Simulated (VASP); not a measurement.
Runs of VASP 6.6.1 on C. The structure is that of space group R-3m (No. 166), or close to it. The cells are those of the table. 

```tsv
task	potentials or basis	cell	k mesh	cutoff (eV)	smearing	second run	gap on the mesh (eV)	pressure (GPa)	largest force (eV/Å)
single point	VASP PAW PBE potentials, release 64 (C)	a = 3.625 Å, angles 39.7°, 2 atoms	6 × 6 × 6	520	gaussian 0.1 eV	-	(c)	0.7	-
single point	VASP PAW PBE potentials, release 64 (C)	a = 3.877 Å, angles 37.0°, 2 atoms	18 × 18 × 18	520	gaussian 0.02 eV	-	0.43	0.6	-
relaxation of cell and atoms	VASP PAW PBE potentials, release 64 (C_h)	relaxed from a = 3.332 Å, angles 54.5°, 2 atoms	6 × 6 × 6	910	gaussian 0.1 eV	hard_potentials	4.05	-0.9	0.02
single point	VASP PAW PBE potentials, release 64 (C)	a = 3.332 Å, angles 54.5°, 2 atoms	9 × 9 × 9	520	gaussian 0.1 eV	-	none	(a)	3.96
single point	VASP PAW PBE potentials, release 64 (C)	a = 2.459, b = 2.459, c = 3.893 Å, angles 108.3, 108.3, 60.0°, 2 atoms	14 × 14 × 8	520	gaussian 0.02 eV	-	(b)	0.6	-
```

Alike in all rows: level PBEsol; no spin polarisation.

Task: Fill in the values left out.

Result: (a) -53.2; (b) 0.89; (c) 0.70.

Caveats: some runs use coarse meshes; the PAW data sets were made with another functional, which shifts forces and pressure a little; the cutoff is under 1.25 times the usual one of these potentials, so pressure, stress and relaxed cells hold a basis-set (Pulay) error (some runs); this functional lacks dispersion, which binds the layers, so the pressure and a relaxed spacing across them are unreliable (some runs).

A k mesh can miss the band edges.

A gap of «none» marks levels without a gap at the run's occupations.
